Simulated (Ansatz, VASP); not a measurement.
## Two plane-wave programs on Ge2Sb2Te5

INCAR

```
SYSTEM = Ge2Sb2Te5
ALGO = Normal
EDIFF = 1E-7
EDIFFG = -0.005
ENCUT = 600
GGA = PE
IBRION = 2
ISIF = 3
ISMEAR = 0
LASPH = .TRUE.
LCHARG = .FALSE.
LREAL = .FALSE.
LWAVE = .FALSE.
NELM = 60
NSW = 100
PREC = Accurate
SIGMA = 0.01
```

Contents of KPOINTS:

```
k-points
0
G
  9 9 2
  0 0 0
```

POSCAR

```
Ge2Sb2Te5
1.0
    4.2940644248      0.0000000000      0.0000000000
   -2.1470322124      3.7187688774      0.0000000000
    0.0000000000      0.0000000000     17.1013460000
Ge Sb Te
2 2 5
Direct
    0.3333333300      0.6666666700      0.8971050000
    0.6666666700      0.3333333300      0.1028950000
    0.0000000000      0.0000000000      0.6799320000
    0.0000000000      0.0000000000      0.3200680000
    0.0000000000      0.0000000000      0.0000000000
    0.6666666700      0.3333333300      0.7984580000
    0.3333333300      0.6666666700      0.2015420000
    0.3333333300      0.6666666700      0.5801080000
    0.6666666700      0.3333333300      0.4198920000
```

Input for Ansatz:

```yaml
crystal:
  lattice:
    - [4.2940644248, 0.0, 0.0]
    - [-2.1470322124, 3.7187688774, 0.0]
    - [0.0, 0.0, 17.101346]
  atoms:
    - { symbol: Ge, position: [0.33333333, 0.66666667, 0.897105] }
    - { symbol: Ge, position: [0.66666667, 0.33333333, 0.102895] }
    - { symbol: Sb, position: [0.0, 0.0, 0.679932] }
    - { symbol: Sb, position: [0.0, 0.0, 0.320068] }
    - { symbol: Te, position: [0.0, 0.0, 0.0] }
    - { symbol: Te, position: [0.66666667, 0.33333333, 0.798458] }
    - { symbol: Te, position: [0.33333333, 0.66666667, 0.201542] }
    - { symbol: Te, position: [0.33333333, 0.66666667, 0.580108] }
    - { symbol: Te, position: [0.66666667, 0.33333333, 0.419892] }
basis:
  ecutwfc: 420
kpoints:
  mp_grid: { grid: [9, 9, 2] }
hamiltonian:
  xc: pbe
scf:
  occupations: { method: gaussian, width: 0.01 }
output:
  forces: true
  stress: true
  eigenvalues: true
  write_density: true
  write_potential: true
  elf: true
  volumetric_format: npy
relax:
  adjacent_minimum: "off"
  f_tol: 0.005
  max_steps: 80
  cell: { stress_tol: 0.05 }
```

Alike in both runs: task relaxation of cell and atoms; functional PBE; k mesh 9 × 9 × 2; occupations gaussian, width 0.01 eV; no spin polarisation.

```csv
,VASP,Ansatz
version,VASP 6.6.1,Ansatz 0.2.0
potentials or method,"VASP PAW PBE potentials, release 64 (Ge_d, Sb, Te), cutoff 600 eV","scalar-relativistic, plane waves, PAW"
valence electrons in the cell,68,138
```

|  | VASP | Ansatz | Ansatz less VASP |
| --- | --- | --- | --- |
| gap on the k mesh at the Fermi level, each at its own relaxed structure (eV) | 0.55 | 0.58 | +0.026 |
| relaxed volume (Å³/atom) | 31.20 | 31.28 | +0.075 |
| relaxed length of the cell vector where the two differ most in proportion (Å) | 17.596 | 17.634 | +0.0383 |

VASP's potentials hold 68 valence electrons a cell and Ansatz's 138, so a difference there can come from the potentials and not from the codes.

Spin-orbit coupling is off throughout.
